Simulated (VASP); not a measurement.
# AgCl (P4/mmm) in VASP: notebook

AgCl is run at these levels: PBE; tasks: single point.

All numbers are computed with VASP 6.6.1; they aren't measurements. Logs are shortened: lines on timing, memory, paths and dates and some standing lists are left out, and cuts for length are marked.

### 1 The cell of the first run

The structure is tetragonal, space group P4/mmm (No. 123). The conventional cell has a = 3.434 Å, b = 3.434 Å, c = 3.468 Å, α = 90.00°, β = 90.00°, γ = 90.00°. Ag (site symmetry 4/mmm) has 8 Cl at 2.98 Å and 6 Ag at 3.43 to 3.47 Å within 3.9 Å. Within 3.9 Å of Cl (site symmetry 4/mmm) lie 8 Ag at 2.98 Å and 6 Cl at 3.43 to 3.47 Å.

### 2 Single point, PBE (zz strain of +1 %)

Contents of INCAR:

```
ALGO     = Normal         # electronic algorithm
EDIFF    = 1E-6           # SCF threshold, eV
ENCUT    = 520            # plane-wave cutoff, eV
GGA      = PE             # functional
ISIF     = 2              # what is computed and relaxed
ISMEAR   = -1             # smearing method
LASPH    = T              # aspherical terms in the spheres
LCHARG   = F              # write CHGCAR
LREAL    = F              # projectors in reciprocal space
LWAVE    = F              # write WAVECAR
NBANDS   = 16             # bands
NELM     = 80             # most SCF steps
PREC     = Accurate       # precision mode
SIGMA    = 0.01           # smearing width, eV
```

Contents of KPOINTS:

```
k-points
0
Gamma
  9 9 9
```

Contents of POSCAR:

```
AgCl
1.0
    3.4339730000      0.0000000000      0.0000000000
    0.0000000000      3.4339730000      0.0000000000
    0.0000000000      0.0000000000      3.4683127300
Ag Cl
1 1
Direct
    0.0000000000      0.0000000000      0.0000000000
    0.5000000000      0.5000000000      0.5000000000
```

Potentials or basis: VASP PAW PBE potentials, release 64 (Ag, Cl).

Run with:

```
> cat potpaw_PBE.64/Ag/POTCAR potpaw_PBE.64/Cl/POTCAR > POTCAR
> mpirun -np 1 vasp_std > vasp.out
```

OUTCAR:

```text
EDIFF = 1E-6
   ENCUT = 520
   GGA = PE
   ISIF = 2
   ISMEAR = -1
   LASPH = T
   LREAL = F
   NELM = 80
   PREC = Accurate

 ion  position               nearest neighbor table
   1  0.000  0.000  0.000-   2 2.98   2 2.98   2 2.98   2 2.98   2 2.98   2 2.98   2 2.98   2 2.98

   2  0.500  0.500  0.500-   1 2.98   1 2.98   1 2.98   1 2.98   1 2.98   1 2.98   1 2.98   1 2.98

  LATTYP: Found a simple tetragonal cell.
 ALAT       =     3.4339730000
 C/A-ratio  =     1.0100000000

  Lattice vectors:

 A1 = (   3.4339730000,   0.0000000000,   0.0000000000)
 A2 = (   0.0000000000,   3.4339730000,   0.0000000000)
 A3 = (   0.0000000000,   0.0000000000,   3.4683127300)

Analysis of symmetry for initial positions (statically):
=====================================================================
 Subroutine PRICEL returns:
 Original cell was already a primitive cell.

 Routine SETGRP: Setting up the symmetry group for a
 simple tetragonal supercell.

 Subroutine GETGRP returns: Found 16 space group operations
 (whereof 16 operations were pure point group operations)
 out of a pool of 16 trial point group operations.

The static configuration has the point symmetry D_4h.

Analysis of symmetry for dynamics (positions and initial velocities):
=====================================================================
 Subroutine PRICEL returns:
 Original cell was already a primitive cell.

 Routine SETGRP: Setting up the symmetry group for a
 simple tetragonal supercell.

 Subroutine GETGRP returns: Found 16 space group operations
 (whereof 16 operations were pure point group operations)
 out of a pool of 16 trial point group operations.

The dynamic configuration has the point symmetry D_4h.

 Subroutine INISYM returns: Found 16 space group operations
 (whereof 16 operations are pure point group operations),
 and found     1 'primitive' translations

----------------------------------------------------------------------------------------

                                     Primitive cell

  volume of cell :      40.8989

  direct lattice vectors                    reciprocal lattice vectors
     3.433973000  0.000000000  0.000000000     0.291207881  0.000000000  0.000000000
     0.000000000  3.433973000  0.000000000     0.000000000  0.291207881  0.000000000
     0.000000000  0.000000000  3.468312730     0.000000000  0.000000000  0.288324634

  length of vectors
     3.433973000  3.433973000  3.468312730     0.291207881  0.291207881  0.288324634

  position of ions in fractional coordinates (direct lattice)
     0.000000000  0.000000000  0.000000000
     0.500000000  0.500000000  0.500000000

  ion indices of the primitive-cell ions
   primitive index   ion index
                 1           1
                 2           2

----------------------------------------------------------------------------------------

 KPOINTS: k-points

Automatic generation of k-mesh.
 Grid dimensions read from file:
 generate k-points for:    9    9    9

 Generating k-lattice:

  Cartesian coordinates                     Fractional coordinates (reciprocal lattice)
     0.032356431  0.000000000  0.000000000     0.111111111  0.000000000  0.000000000
     0.000000000  0.032356431  0.000000000     0.000000000  0.111111111  0.000000000
     0.000000000  0.000000000  0.032036070     0.000000000  0.000000000  0.111111111

  Length of vectors
     0.032356431  0.032356431  0.032036070

  Shift w.r.t. Gamma in fractional coordinates (k-lattice)
     0.000000000  0.000000000  0.000000000

 Subroutine IBZKPT returns following result:
 ===========================================

 Found     75 irreducible k-points:

 Following reciprocal coordinates:
            Coordinates               Weight
  0.000000  0.000000  0.000000      1.000000
  0.111111  0.000000  0.000000      4.000000
  0.222222  0.000000  0.000000      4.000000
  0.333333  0.000000  0.000000      4.000000
  0.444444  0.000000  0.000000      4.000000
  0.111111  0.111111  0.000000      4.000000
[... 16 lines left out ...]
  0.333333  0.111111  0.111111     16.000000
  0.444444  0.111111  0.111111     16.000000
 [... further k-points ...]
   k-points           NKPTS =     75   k-points in BZ     NKDIM =     75   number of bands    NBANDS=     16
   number of dos      NEDOS =    301   number of ions     NIONS =      2
   total plane-waves  NPLWV =  21952
   dimension x,y,z NGX =    28 NGY =   28 NGZ =   28
   dimension x,y,z NGXF=    56 NGYF=   56 NGZF=   56
   ions per type =               1   1
   NGX,Y,Z   is equivalent  to a cutoff of  13.56, 13.56, 13.42 a.u.
   NGXF,Y,Z  is equivalent  to a cutoff of  27.11, 27.11, 26.84 a.u.
 SYSTEM =  unknown system
   PREC   = accura    normal or accurate (medium, high low for compatibility)
   ISTART =      0    job   : 0-new  1-cont  2-samecut
   ICHARG =      2    charge: 1-file 2-atom 10-const
   ISPIN  =      1    spin polarized calculation?
   LNONCOLLINEAR =      F non collinear calculations
   LSORBIT =      F    spin-orbit coupling
   LASPH  =      T    aspherical Exc in radial PAW
   ENCUT  =  520.0 eV  38.22 Ry    6.18 a.u.   6.38  6.38  6.45*2*pi/ulx,y,z
   NELM   =     80;   NELMIN=  2; NELMDL= -5     # of ELM steps
   EDIFF  = 0.1E-05   stopping-criterion for ELM
   LREAL  =      F    real-space projection
   EDIFFG = 0.1E-04   stopping-criterion for IOM
   NSW    =      0    number of steps for IOM
   IBRION =     -1    ionic relax: 0-MD 1-quasi-New 2-CG
   NFREE  =      0    steps in history (QN), initial steepest desc. (CG)
   ISIF   =      2    stress and relaxation
   ISYM   =      2    0-nonsym 1-usesym 2-fastsym
   POTIM  = 0.5000    time-step for ionic-motion
   TEBEG  =    0.0;   TEEND  =   0.0 temperature during run
   PSTRESS=    0.0 pullay stress
   NELECT =      18.0000    total number of electrons
   NUPDOWN=      -1.0000    fix difference up-down
   EMIN   =  10.00;   EMAX   =-10.00  energy-range for DOS
   EFERMI =   0.00;   METHOD = LEGACY
   ISMEAR =    -1;   SIGMA  =   0.01  broadening in eV -4-tet -1-fermi 0-gaus
   EFERMI_NEDOS =   21; number of points for ismear=-14 and -15
   IALGO  =     38    algorithm
   IMIX   =      4    mixing-type and parameters
     AMIX     =   0.40;   BMIX     =  1.00
     AMIX_MAG =   1.60;   BMIX_MAG =  1.00
  volume/ion in A,a.u.               =      20.45       138.00
  Fermi-wavevector in a.u.,A,eV,Ry     =   1.245265  2.353209 21.098338  1.550684
  Thomas-Fermi vector in A             =   2.379495
   LORBIT       =      0    0 simple, 1 ext, 2 COOP (PROOUT), +10 PAW based schemes
   GGA     = PE    functional components
   LHFCALC =     F    Hartree Fock is set to
   AEXX    =    0.0000 exact exchange contribution
   IVDW    =     0    specifies the selected vdW correction
   LEPSILON=     F    determine dielectric tensor
   LRPA    =     F    only Hartree local field effects (RPA)
 non-spin polarized calculation
  energy-cutoff  :      520.00
  volume of cell :       40.90
 maximum number of plane-waves:      1117
 NGX is ok and might be reduce to    28
   NGX = 13   NGY = 13   NGZ = 13

 number of electron      18.0000001 magnetization

 Free energy of the ion-electron system (eV)
  ---------------------------------------------------
  ext. energy  EPLUGINS =         0.00000000
  ---------------------------------------------------
  free energy    TOTEN  =        -5.12081656 eV

  energy without entropy =       -5.12081656  energy(sigma->0) =       -5.12081656

 E-fermi :   3.9565     XC(G=0): -10.3319

 val. band max:        3.7399372770   @ k =   0.0000   0.0000   0.4444
 cond. band min:       4.3336139885   @ k =   0.0000   0.0000   0.0000
 fundamental gap:      0.5936767114
 Fermi energy:         3.9564737840

 k-point     1 :       0.0000    0.0000    0.0000
  band No.  band energies     occupation
      1     -10.7458      2.00000
      2       1.0786      2.00000
      3       1.0956      2.00000
      4       2.0013      2.00000
      5       2.0013      2.00000
      6       2.0116      2.00000
[... 8 lines left out ...]
     15      17.4018      0.00000
     16      20.0962      0.00000

 k-point     2 :       0.1111    0.0000    0.0000
  band No.  band energies     occupation
      1     -10.6967      2.00000
      2       0.9452      2.00000
      3       1.1081      2.00000
      4       1.6678      2.00000
      5       1.7134      2.00000
      6       1.9211      2.00000
[... 8 lines left out ...]
     15      17.0762      0.00000
     16      20.0500      0.00000

 k-point     3 :       0.2222    0.0000    0.0000
  band No.  band energies     occupation
      1     -10.5676      2.00000
      2       0.2075      2.00000
      3       1.1497      2.00000
      4       1.3176      2.00000
      5       1.3732      2.00000
      6       1.8713      2.00000
[... 8 lines left out ...]
     15      17.2813      0.00000
     16      19.9340      0.00000

 k-point     4 :       0.3333    0.0000    0.0000
  band No.  band energies     occupation
      1     -10.4108      2.00000
      2      -0.6134      2.00000
      3       1.0660      2.00000
      4       1.1261      2.00000
      5       1.1981      2.00000
      6       2.0389      2.00000
[... 8 lines left out ...]
     15      18.8629      0.00000
     16      19.8037      0.00000
[... 324 lines left out ...]
 k-point    22 :       0.2222    0.1111    0.1111
  band No.  band energies     occupation
      1     -10.4842      2.00000
      2       0.2965      2.00000
      3       0.9533      2.00000
      4       1.1432      2.00000
      5       1.4419      2.00000
      6       1.8178      2.00000
[... 8 lines left out ...]
     15      17.1288      0.00000
     16      19.8095      0.00000

 k-point    23 :       0.3333    0.1111    0.1111
  band No.  band energies     occupation
      1     -10.3378      2.00000
      2      -0.4338      2.00000
      3       0.8582      2.00000
      4       1.1907      2.00000
      5       1.3409      2.00000
      6       1.9163      2.00000
[... 8 lines left out ...]
     15      18.1955      0.00000
     16      19.8198      0.00000

 k-point    24 :       0.4444    0.1111    0.1111
  band No.  band energies     occupation
      1     -10.2366      2.00000
      2      -0.8710      2.00000
      3       0.7754      2.00000
      4       1.1607      2.00000
      5       1.3269      2.00000
      6       1.9582      2.00000
[... 8 lines left out ...]
     15      18.6448      0.00000
     16      20.4489      0.00000

 [... further k-points ...]

------------------------ aborting loop because EDIFF is reached ----------------------------------------

  FORCE on cell =-STRESS in cart. coord.  units (eV):
  Direction    XX          YY          ZZ          XY          YZ          ZX
  --------------------------------------------------------------------------------------
  -------------------------------------------------------------------------------------
  Total       -0.1382384     -0.1382384     -0.2575524      0.0000000     -0.0000000      0.0000000
  in kB       -5.4153597     -5.4153597    -10.0893741      0.0000000     -0.0000000      0.0000000
  external PRESSURE =      -6.9733645 kB  Pullay stress =       0.0000000 kB

 VOLUME and BASIS-vectors are now :
 -----------------------------------------------------------------------------
  energy-cutoff  :      520.00
  volume of cell :       40.90
      direct lattice vectors                 reciprocal lattice vectors
     3.433973000  0.000000000  0.000000000     0.291207881  0.000000000  0.000000000
     0.000000000  3.433973000  0.000000000     0.000000000  0.291207881  0.000000000
     0.000000000  0.000000000  3.468312730     0.000000000  0.000000000  0.288324634

 POSITION                                       TOTAL-FORCE (eV/Angst)
 -----------------------------------------------------------------------------------
      0.00000      0.00000      0.00000         0.000000      0.000000      0.000000
      1.71699      1.71699      1.73416         0.000000      0.000000      0.000000
 -----------------------------------------------------------------------------------
    total drift:                               -0.000000      0.000000      0.000000

  FREE ENERGIE OF THE ION-ELECTRON SYSTEM (eV)
  ---------------------------------------------------
  free  energy   TOTEN  =        -5.1208165551 eV

  energy  without entropy=       -5.1208165551  energy(sigma->0) =       -5.12081656
```

It took 58 s on 1 thread of Intel Xeon 8259CL, shared host; peak memory 0.19 GiB.

Results:

```
Free energy            : -5.1208 eV
Pressure               : -0.7 GPa
Band gap on the k mesh : 0.59 eV (least direct gap 2.01 eV)
```

Caveat: the cell differs from its parent crystal (zz strain of +1 %); an odd mesh through Γ misses points on the zone boundary, where band edges can lie.

### 3 Single point, PBE (zz strain of +2 %)

Contents of INCAR:

```
  ALGO = Normal
  EDIFF = 1E-7
  ENCUT = 520
  GGA = PE
  ISIF = 2
  ISMEAR = -1
  LASPH = T
  LCHARG = T
  LELF = T
  LREAL = F
  LVHAR = T
  LWAVE = F
  NBANDS = 16
  NELM = 80
  PREC = Accurate
  SIGMA = 0.01
```

KPOINTS is that of step 2.

Changes to POSCAR since step 2:

```diff
@@ -4,3 +4,3 @@
     0.0000000000      3.4339730000      0.0000000000
-    0.0000000000      0.0000000000      3.4683127300
+    0.0000000000      0.0000000000      3.5026524600
 Ag Cl
```

Potentials or basis: VASP PAW PBE potentials, release 64 (Ag, Cl).

Run with:

```
> cat potpaw_PBE.64/Ag/POTCAR potpaw_PBE.64/Cl/POTCAR > POTCAR
> mpirun -np 1 vasp_std > vasp.out
```

It took 70 s on 1 thread of Intel Xeon 8259CL, shared host; peak memory 0.19 GiB.

The run converged. Its results:

```
Free energy            : -5.1176 eV
Pressure               : -1.1 GPa
Band gap on the k mesh : 0.58 eV (least direct gap 1.94 eV)
```

Stress tensor (GPa, compression positive):
```
-0.82  0.00  0.00
 0.00 -0.82  0.00
 0.00  0.00 -1.73
```

Levels at points of the mesh, in eV from the valence-band top:
```
           k point  band 7  band 8  band 9  band 10  band 11  band 12
(0.00, 0.00, 0.00)   -1.54   -1.36   -1.36     0.58     9.41     9.54
```

Caveat: the cell differs from its parent crystal (zz strain of +2 %); an odd mesh through Γ misses points on the zone boundary, where band edges can lie.

(Part 1 of 2 ends here.)
